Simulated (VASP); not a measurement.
Write the native input for VASP 6.6.1 that does the following.

```
Task                   : single point
Functional             : r2SCAN
Dispersion             : D4
Potentials or basis    : VASP PAW PBE potentials, release 64 (Ni, O)
Cutoff                 : 520 eV
k mesh                 : 11 × 11 × 11
Occupations            : fermi-dirac, width 0.05 eV
Spin                   : collinear spin, ferromagnetic start
Starting moments       : [1.0, 0.0] μB
Dipole correction      : no
Further INCAR settings : ALGO = Normal; EDIFF = 1e-06; NBANDS = 19
```

Crystal: NiO.

```
Ni O
1.0
     0.00000    2.12681    2.12681
     2.12681    0.00000    2.12681
     2.12681    2.12681    0.00000
Ni O
1 1
Direct
  0.00000 0.00000 0.00000
  0.50000 0.50000 0.50000
```

The input as run:

POSCAR

```
NiO
1.0
    0.0000000000      2.1268120599      2.1268120599
    2.1268120599      0.0000000000      2.1268120599
    2.1268120599      2.1268120599      0.0000000000
Ni O
1 1
Direct
    0.0000000000      0.0000000000      0.0000000000
    0.5000000000      0.5000000000      0.5000000000
```

INCAR.step1

```
ALGO = Normal ; EDIFF = 1E-4
ENCUT = 520 ; GGA = PE
ISMEAR = -1 ; ISPIN = 2
LASPH = True ; LCHARG = False
LMAXMIX = 4 ; LREAL = False
LWAVE = True ; MAGMOM = 1 0
NBANDS = 19 ; NELM = 150
PREC = Accurate ; SIGMA = 0.05
```

INCAR.step2

```
ALGO = Normal ; EDIFF = 1E-6
ENCUT = 520 ; ISIF = 2
ISMEAR = -1 ; ISPIN = 2
ISTART = 1 ; IVDW = 13
LASPH = True ; LCHARG = False
LMAXMIX = 4 ; LMIXTAU = True
LORBIT = 11 ; LREAL = False
LWAVE = False ; MAGMOM = 1 0
METAGGA = R2SCAN ; NBANDS = 19
NELM = 150 ; PREC = Accurate
SIGMA = 0.05 ; VDW_A1 = 0.51559235
VDW_A2 = 5.77342911 ; VDW_S6 = 1.0
VDW_S8 = 0.6018749
```

KPOINTS

```
k-points
0
Gamma
  11 11 11
```

Potentials or basis: VASP PAW PBE potentials, release 64 (Ni, O).

The run is started by

```bash
$ cat potpaw_PBE.64/Ni/POTCAR potpaw_PBE.64/O/POTCAR > POTCAR
$ cp INCAR.step1 INCAR
$ mpirun -np 1 vasp_std > vasp.out
$ cp INCAR.step2 INCAR
$ mpirun -np 1 vasp_std > vasp.out
```

Results of the run:

```json
{"Pressure": "-10.5 GPa", "Band gap on the k mesh": "0.92 eV (least direct gap 1.76 eV)", "Net moment": "2.00 μB per cell", "Site moments": "Ni +1.70; O +0.27 μB", "Valence electrons inside the program's atomic spheres": "Ni 8.83; O 5.02", "Dispersion energy per atom": "-0.125 eV"}
```

Caveat: the cell stands under tension; the PAW data sets were made with another functional, which shifts forces and pressure a little; an odd mesh through Γ misses points on the zone boundary, where band edges can lie; a cell with one magnetic atom can't hold antiferromagnetic order, which such compounds often take.

Run time: 2.2 min on 1 thread of Intel(R) Xeon(R) Platinum 8488C (Sapphire Rapids), with other jobs on the host, peak memory 0.16 GiB.
